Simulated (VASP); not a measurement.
# MgO2 (R-3m) in VASP: G0W0 quasiparticle levels with r2SCAN

Aim: the G0W0 quasiparticle levels of MgO2 with r2SCAN.

All numbers are computed with VASP 6.6.1; they aren't measurements. Logs are shortened: lines on timing, memory, paths and dates and some standing lists are left out, and cuts for length are marked.

## (1) The cell of the first run

The structure is trigonal, space group R-3m (No. 166). Conventional cell: a = 3.157 Å, b = 3.157 Å, c = 10.386 Å, α = 90.00°, β = 90.00°, γ = 120.00°. Mg (site symmetry -3m) has 6 O at 2.08 Å within 2.7 Å. Within 2.1 Å of O (site symmetry 3m) lie 1 O at 1.47 Å and 3 Mg at 2.08 Å.

## (2) G0W0 quasiparticle levels, r2SCAN

Input file POSCAR:

```
MgO2
1.0
    1.5784791299      0.9113353506      3.4618981109
   -1.5784791299      0.9113353506      3.4618981109
    0.0000000000     -1.8226707011      3.4618981109
Mg O
1 2
Direct
    0.0000000000      0.0000000000      0.0000000000
    0.4291159763      0.4291159763      0.4291159763
    0.5708840237      0.5708840237      0.5708840237
```

Input file INCAR.step1:

```
SYSTEM = MgO2
PREC = Accurate
ENCUT = 500
EDIFF = 1E-8
ISMEAR = 0
SIGMA = 0.01
LREAL = .FALSE.
LASPH = .TRUE.
NELM = 100
ALGO = Normal
LWAVE = .TRUE.
LCHARG = .FALSE.
METAGGA = R2SCAN
LMIXTAU = .TRUE.
```

Input file INCAR.step2:

```
SYSTEM = MgO2
PREC = Accurate
ENCUT = 500
EDIFF = 1E-8
ISMEAR = 0
SIGMA = 0.01
LREAL = .FALSE.
LASPH = .TRUE.
NELM = 1
ALGO = Exact
LWAVE = .TRUE.
LCHARG = .FALSE.
METAGGA = R2SCAN
LMIXTAU = .TRUE.
NBANDS = 119
LOPTICS = .TRUE.
ISTART = 1
```

Input file INCAR.step3:

```
SYSTEM = MgO2
PREC = Accurate
ENCUT = 500
EDIFF = 1E-8
ISMEAR = 0
SIGMA = 0.01
LREAL = .FALSE.
LASPH = .TRUE.
ALGO = EVGW0
LWAVE = .FALSE.
LCHARG = .FALSE.
METAGGA = R2SCAN
LMIXTAU = .TRUE.
NELMGW = 1
NBANDS = 119
ENCUTGW = 140.0
NOMEGA = 96
PRECFOCK = Fast
ISTART = 1
NBANDSGW = 15
OMEGAMAX = 20
```

Input file KPOINTS:

```
regular mesh
0
G
  6 6 6
  0 0 0
```

Potentials or basis: VASP PAW PBE potentials, release 64 (Mg_GW, O_GW).

Launch:

```sh
cat potpaw_PBE.64/Mg_GW/POTCAR potpaw_PBE.64/O_GW/POTCAR > POTCAR
cp INCAR.step1 INCAR
mpirun -np 1 vasp_std > vasp.out
cp INCAR.step2 INCAR
mpirun -np 1 vasp_std > vasp.out
cp INCAR.step3 INCAR
mpirun -np 1 vasp_std > vasp.out
```

OUTCAR:

```text
SYSTEM = MgO2
   PREC = Accurate
   ENCUT = 500
   EDIFF = 1E-8
   ISMEAR = 0
   LREAL = .FALSE.
   LASPH = .TRUE.
   METAGGA = R2SCAN
   NELMGW = 1
   ENCUTGW = 140.0
   PRECFOCK = Fast
   ISTART = 1

 ion  position               nearest neighbor table
   1  0.000  0.000  0.000-   3 2.08   3 2.08   2 2.08   2 2.08   3 2.08   2 2.08
   2  0.429  0.429  0.429-   3 1.47   1 2.08   1 2.08   1 2.08
   3  0.571  0.571  0.571-   2 1.47   1 2.08   1 2.08   1 2.08

  LATTYP: Found a trigonal (rhomboedric) cell.
 ALAT       =     3.9123991380
 COS(alpha) =     0.6744472450

  Lattice vectors:

 A1 = (   1.5784791299,   0.9113353506,   3.4618981109)
 A2 = (  -1.5784791299,   0.9113353506,   3.4618981109)
 A3 = (   0.0000000000,  -1.8226707011,   3.4618981109)

Analysis of symmetry for initial positions (statically):
=====================================================================
 Subroutine PRICEL returns:
 Original cell was already a primitive cell.

 Routine SETGRP: Setting up the symmetry group for a
 trigonal (rhombohedral) supercell.

 Subroutine GETGRP returns: Found 12 space group operations
 (whereof 12 operations were pure point group operations)
 out of a pool of 12 trial point group operations.

The static configuration has the point symmetry D_3d.

Analysis of symmetry for dynamics (positions and initial velocities):
=====================================================================
 Subroutine PRICEL returns:
 Original cell was already a primitive cell.

 Routine SETGRP: Setting up the symmetry group for a
 trigonal (rhombohedral) supercell.

 Subroutine GETGRP returns: Found 12 space group operations
 (whereof 12 operations were pure point group operations)
 out of a pool of 12 trial point group operations.

The dynamic configuration has the point symmetry D_3d.

 Subroutine INISYM returns: Found 12 space group operations
 (whereof 12 operations are pure point group operations),
 and found     1 'primitive' translations

----------------------------------------------------------------------------------------

                                     Primitive cell

  volume of cell :      29.8801

  direct lattice vectors                    reciprocal lattice vectors
     1.578479130  0.911335351  3.461898111     0.316760602  0.182881819  0.096286292
    -1.578479130  0.911335351  3.461898111    -0.316760602  0.182881819  0.096286292
     0.000000000 -1.822670701  3.461898111     0.000000000 -0.365763638  0.096286292

  length of vectors
     3.912399138  3.912399138  3.912399138     0.378224919  0.378224919  0.378224919

  position of ions in fractional coordinates (direct lattice)
     0.000000000  0.000000000  0.000000000
     0.429115976  0.429115976  0.429115976
     0.570884024  0.570884024  0.570884024

  ion indices of the primitive-cell ions
   primitive index   ion index
                 1           1
                 2           2
                 3           3

----------------------------------------------------------------------------------------

 KPOINTS: regular mesh

Automatic generation of k-mesh.
 Grid dimensions read from file:
 generate k-points for:    6    6    6

 Generating k-lattice:

  Cartesian coordinates                     Fractional coordinates (reciprocal lattice)
     0.052793434  0.030480303  0.016047715     0.166666667 -0.000000000 -0.000000000
    -0.052793434  0.030480303  0.016047715    -0.000000000  0.166666667 -0.000000000
     0.000000000 -0.060960606  0.016047715    -0.000000000 -0.000000000  0.166666667

  Length of vectors
     0.063037486  0.063037486  0.063037486

  Shift w.r.t. Gamma in fractional coordinates (k-lattice)
     0.000000000  0.000000000  0.000000000

 Subroutine IBZKPT returns following result:
 ===========================================

 Found     32 irreducible k-points:

 Following reciprocal coordinates:
            Coordinates               Weight
  0.000000  0.000000  0.000000      1.000000
  0.166667 -0.000000  0.000000      6.000000
  0.333333  0.000000  0.000000      6.000000
  0.500000 -0.000000  0.000000      3.000000
  0.166667  0.166667  0.000000      6.000000
  0.333333  0.166667  0.000000     12.000000
[... 16 lines left out ...]
  0.500000  0.500000  0.166667      6.000000
 -0.333333  0.500000  0.166667     12.000000
 [... further k-points ...]
   k-points           NKPTS =     32   k-points in BZ     NKDIM =    216   number of bands    NBANDS=    119
   number of dos      NEDOS =    301   number of ions     NIONS =      3
   total plane-waves  NPLWV =  27000
   dimension x,y,z NGX =    30 NGY =   30 NGZ =   30
   dimension x,y,z NGXF=    60 NGYF=   60 NGZF=   60
   ions per type =               1   2
   NGX,Y,Z   is equivalent  to a cutoff of  12.75, 12.75, 12.75 a.u.
   NGXF,Y,Z  is equivalent  to a cutoff of  25.50, 25.50, 25.50 a.u.
 SYSTEM =  MgO2
   PREC   = accura    normal or accurate (medium, high low for compatibility)
   ISTART =      1    job   : 0-new  1-cont  2-samecut
   ICHARG =      0    charge: 1-file 2-atom 10-const
   ISPIN  =      1    spin polarized calculation?
   LNONCOLLINEAR =      F non collinear calculations
   LSORBIT =      F    spin-orbit coupling
   LASPH  =      T    aspherical Exc in radial PAW
   ENCUT  =  500.0 eV  36.75 Ry    6.06 a.u.   7.13  7.13  7.13*2*pi/ulx,y,z
   NELM   =     60;   NELMIN=  2; NELMDL=  0     # of ELM steps
   EDIFF  = 0.1E-07   stopping-criterion for ELM
   LREAL  =      F    real-space projection
   EDIFFG = 0.1E-06   stopping-criterion for IOM
   NSW    =      0    number of steps for IOM
   IBRION =     -1    ionic relax: 0-MD 1-quasi-New 2-CG
   NFREE  =      0    steps in history (QN), initial steepest desc. (CG)
   ISIF   =      0    stress and relaxation
   ISYM   =      3    0-nonsym 1-usesym 2-fastsym
   POTIM  = 0.5000    time-step for ionic-motion
   TEBEG  =    0.0;   TEEND  =   0.0 temperature during run
   PSTRESS=    0.0 pullay stress
   NELECT =      14.0000    total number of electrons
   NUPDOWN=      -1.0000    fix difference up-down
   EMIN   =  10.00;   EMAX   =-10.00  energy-range for DOS
   EFERMI =   0.00;   METHOD = LEGACY
   ISMEAR =     0;   SIGMA  =   0.01  broadening in eV -4-tet -1-fermi 0-gaus
   EFERMI_NEDOS =   21; number of points for ismear=-14 and -15
   IALGO  =     38    algorithm
   IMIX   =      4    mixing-type and parameters
     AMIX     =   0.40;   BMIX     =  1.00
     AMIX_MAG =   1.60;   BMIX_MAG =  1.00
  volume/ion in A,a.u.               =       9.96        67.21
  Fermi-wavevector in a.u.,A,eV,Ry     =   1.271520  2.402825 21.997409  1.616764
  Thomas-Fermi vector in A             =   2.404449
   LORBIT       =      0    0 simple, 1 ext, 2 COOP (PROOUT), +10 PAW based schemes
   METAGGA = R2SCAN    functional components
   LHFCALC =     T    Hartree Fock is set to
   PRECFOCK=fast      Normal, Fast or Accurate (Low or Medium for compatibility)
   ENCUT4O =  -1.0   cutoff for four orbital integrals eV
   NKREDX  =     1    reduce k-point grid by
   NKREDY  =     1    reduce k-point grid by
   NKREDZ  =     1    reduce k-point grid by
   AEXX    =    1.0000 exact exchange contribution
   HFSCREEN=    0.0000 screening length (either q_TF or 0.3 A-1)
   HFSCREENC=   0.0000 screening length for correlation (either q_TF or 0.3 A-1)
   ENCUTFOCK=  -1.0 apply spherical cutoff to Coloumb kernel
   IVDW    =     0    specifies the selected vdW correction
   LEPSILON=     F    determine dielectric tensor
   LRPA    =     F    only Hartree local field effects (RPA)
   LRPAFORCE           =     F    calculate RPA forces
   ENCUTGW             = 140.0    cutoff for response function in eV
   ENCUTGWSOFT         = 112.0    soft cutoff for Coulomb kernel in GW response function in eV
   ENCUTLF             =  -1.0    cutoff for local field effects
   NELMGW              =     1    number of iterations in solving QP/BSE equation
   NELMHF              =     1    number of iterations in the inner HF iteration
   NKREDLFX            =     1    NKREDLFY  =   1   NKREDLFZ  =   1
 non-spin polarized calculation
 Gauss-broadening in eV      SIGMA  =   0.01
  energy-cutoff  :      500.00
  volume of cell :       29.88
 maximum number of plane-waves:       774
 NGX is ok and might be reduce to    30
  NGX = 16; NGY = 16; NGZ = 16
   NGX = 15   NGY = 15   NGZ = 15
 maximum number of plane-waves:       122

 QP shifts <psi_nk| G(iteration)W_0 |psi_nk>: iteration 1
 for sc-GW calculations column KS-energies equals QP-energies in previous step
 and V_xc(KS)=  KS-energies - (<T + V_ion + V_H > + <T+V_H+V_ion>^1  + <V_x>^1)

 k-point   1 :       0.0000    0.0000    0.0000
  band No.  KS-energies  QP-energies   sigma(KS)   V_xc(KS)     V^pw_x(r,r')   Z            occupation Imag(sigma)

      1     -20.0755     -21.2246     -22.3896     -20.6975     -31.3673       0.6791       2.0000       0.9306
      2     -12.8948     -14.1316     -23.5935     -21.9515     -31.2674       0.7533       2.0000       0.7527
      3      -5.2839      -6.4713     -19.3988     -17.8155     -22.6472       0.7500       2.0000       0.1027
      4      -0.9942      -2.0414     -21.4124     -20.0334     -26.2160       0.7594       2.0000       0.0721
      5      -0.9942      -2.0414     -21.4124     -20.0334     -26.2160       0.7594       2.0000       0.0721
      6       1.7237       0.5854     -21.6382     -20.1698     -25.9144       0.7752       2.0000       0.0540
      7       1.7237       0.5854     -21.6382     -20.1698     -25.9144       0.7752       2.0000       0.0540
      8       8.0930       9.0835      -8.6050      -9.7682      -5.1807       0.8515       0.0000      -0.0437
      9       8.4098      10.7664     -16.3922     -19.4810     -11.8529       0.7629       0.0000      -0.0866
     10      16.0184      17.0646      -8.4153      -9.6901      -3.7824       0.8206       0.0000      -0.1581
     11      18.0112      18.9816      -9.5389     -10.7491      -4.6328       0.8019       0.0000      -0.1783
     12      18.6397      19.5021      -7.1065      -8.1289      -2.9548       0.8435       0.0000      -0.1203
     13      18.6397      19.5021      -7.1065      -8.1289      -2.9548       0.8435       0.0000      -0.1203
     14      20.7593      21.7707      -7.1681      -8.3886      -2.7502       0.8286       0.0000      -0.1342
     15      20.7593      21.7707      -7.1681      -8.3886      -2.7502       0.8286       0.0000      -0.1342
[... 422 lines left out ...]
      1     -19.4113     -20.6150     -23.0577     -21.3967     -31.8400       0.7247       2.0000       0.9275
      2     -13.6623     -14.8505     -22.8626     -21.2021     -30.7143       0.7156       2.0000       0.7550
      3      -3.7854      -5.0033     -19.8215     -18.2203     -23.5807       0.7607       2.0000       0.1099
      4      -2.6128      -3.8102     -20.0754     -18.4898     -24.3448       0.7552       2.0000       0.0933
      5      -2.3065      -3.5081     -20.1825     -18.5794     -24.8478       0.7495       2.0000       0.0933
      6       0.4808      -0.8035     -20.0729     -18.4000     -24.1576       0.7677       2.0000       0.0659
      7       2.0978       0.9894     -21.7691     -20.3492     -25.9531       0.7806       2.0000       0.0501
      8       7.0806       9.2797     -16.0094     -18.8165     -12.1035       0.7834       0.0000      -0.0588
      9      12.3752      13.3531      -7.9129      -9.0739      -4.1729       0.8423       0.0000      -0.0635
     10      14.2185      15.4502      -9.5236     -11.0210      -5.5809       0.8226       0.0000      -0.1010
     11      16.2730      17.7638     -11.5917     -13.4810      -6.9661       0.7891       0.0000      -0.1541
     12      17.3091      18.3975      -9.2740     -10.6043      -4.8610       0.8182       0.0000      -0.1358
     13      19.6147      20.7363      -8.4218      -9.7748      -3.8883       0.8289       0.0000      -0.1740
     14      21.8412      22.7259      -7.4501      -8.5274      -2.8775       0.8212       0.0000      -0.2264
     15      25.4924      26.4239      -7.4551      -8.5527      -2.8514       0.8486       0.0000      -0.3430

 [... further k-points ...]
```

Wall time 10 min (1 thread of Intel Xeon 6975P-C (Granite Rapids), shared host); peak memory 0.71 GiB.

Results:

| Item | Value |
| --- | --- |
| Quasiparticle gap | 6.14 eV |
| Least direct quasiparticle gap | 6.14 eV |
| Band gap of the starting levels on the mesh | 3.13 eV |
| Least direct gap of the starting levels on the mesh | 3.13 eV |

Caveat: the k points lie up to 0.40 Å⁻¹ apart; bands, screening cutoff and mesh are small and nothing is extrapolated, so the quasiparticle values aren't converged.
